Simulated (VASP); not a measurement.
Wanted: the native input for a VASP 6.6.1 run.

```
Task                   : single point
Functional             : LDA
Potentials or basis    : VASP PAW LDA potentials, release 64 (Bi_d)
Cutoff                 : 500 eV
k mesh                 : 12 × 12 × 12
Occupations            : fermi-dirac, width 0.05 eV
Spin                   : no spin polarisation
Dipole correction      : no
Further INCAR settings : ALGO = Normal; EDIFF = 1e-06; NBANDS = 14
```

The structure of Bi lies in POSCAR:

```
Bi
1.0
    3.1098396496      0.0000000000      0.0000000000
    0.0000000000      3.1098396496      0.0000000000
    0.0000000000      0.0000000000      3.1098396496
Bi
1
Direct
    0.0000000000      0.0000000000      0.0000000000
```

This isn't the form of Bi at room conditions, which is rhombohedral.

One way to write it, as run:

INCAR

```
SYSTEM = Bi
PREC = Accurate
ENCUT = 500
EDIFF = 1E-6
ISMEAR = -1
SIGMA = 0.05
LREAL = .False.
LASPH = .True.
NELM = 120
ALGO = Normal
ISIF = 2
LWAVE = .False.
LCHARG = .False.
NBANDS = 14
GGA_COMPAT = .False.
```

KPOINTS

```
regular mesh
0
Gamma
  12 12 12
  0 0 0
```

Potentials or basis: VASP PAW LDA potentials, release 64 (Bi_d).

Run with:

```sh
$ cat potpaw_LDA.64/Bi_d/POTCAR > POTCAR
$ mpirun -np 1 vasp_std > vasp.out
```

Results of the run:

```yaml
Pressure: 5.9 GPa
Band_gap_on_the_k_mesh: zero (an odd number of electrons rules out a gap without spin polarisation)
```

Caveat: the cell stands under pressure; spin-orbit coupling is left out, which moves the levels of the heavy elements.

Run time: 20 s on 1 thread of Intel Xeon 8259CL, on a shared host, peak memory 0.14 GiB.
